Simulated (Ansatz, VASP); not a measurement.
# Sc in VASP and in Ansatz

File INCAR:

```
PREC = Accurate ; ENCUT = 520
EDIFF = 1E-8 ; ISMEAR = -1
SIGMA = 0.03 ; LREAL = False
LASPH = True ; NELM = 60
ALGO = Normal ; ISIF = 2
LWAVE = False ; LCHARG = False
GGA = PS ; LEFG = True
NBANDS = 12
```

The input KPOINTS:

```
regular mesh
0
Gamma
  12 12 12
```

POSCAR

```
Sc
1.0
    0.0000000000      2.2705000000      2.2477950000
    2.2705000000      0.0000000000      2.2477950000
    2.2705000000      2.2705000000      0.0000000000
Sc
1
Direct
    0.0000000000      0.0000000000      0.0000000000
```

Input for Ansatz:

```yaml
crystal:
  lattice:
    - [0.0, 2.2705, 2.247795]
    - [2.2705, 0.0, 2.247795]
    - [2.2705, 2.2705, 0.0]
  atoms:
    - { symbol: Sc, position: [0.0, 0.0, 0.0] }
kpoints:
  mp_grid: { grid: [12, 12, 12] }
scf:
  occupations: { method: fermi_dirac, width: 0.03 }
hamiltonian:
  xc: pbesol
  pseudopotentials: { kind: paw }
output:
  forces: true
  stress: true
  eigenvalues: true
  efg: { contact_densities: true }
  write_density: true
  write_potential: true
  elf: true
  volumetric_format: npy
```

Change from the starting cell: zz strain of -1 %, PAW files.

Alike in both runs: task electric field gradients; functional PBEsol; k mesh 12 × 12 × 12; occupations fermi-dirac, width 0.03 eV; no spin polarisation.

```csv
,VASP,Ansatz
version,VASP 6.6.1,Ansatz 0.2.0
potentials or method,"VASP PAW PBE potentials, release 64 (Sc_sv)","PAW with Ansatz's default frozen-core files, scalar-relativistic"
plane-wave cutoff (eV),520,420
valence electrons in the cell,11,11
```

|  | VASP | Ansatz | Ansatz less VASP |
| --- | --- | --- | --- |
| pressure (GPa) | 1.0 | 1.0 | 0.00 |
| traceless stress, the component that is largest in VASP (GPa) | 0.22 | 0.22 | 0.000 |
| size of Vzz on the site where it differs most (V/Å²) | 0.4 | 0.4 | +0.01 |

VASP's potentials were made for PBE, not for PBEsol. With one functional, cell and mesh, what is left measures potentials, basis and numerics.
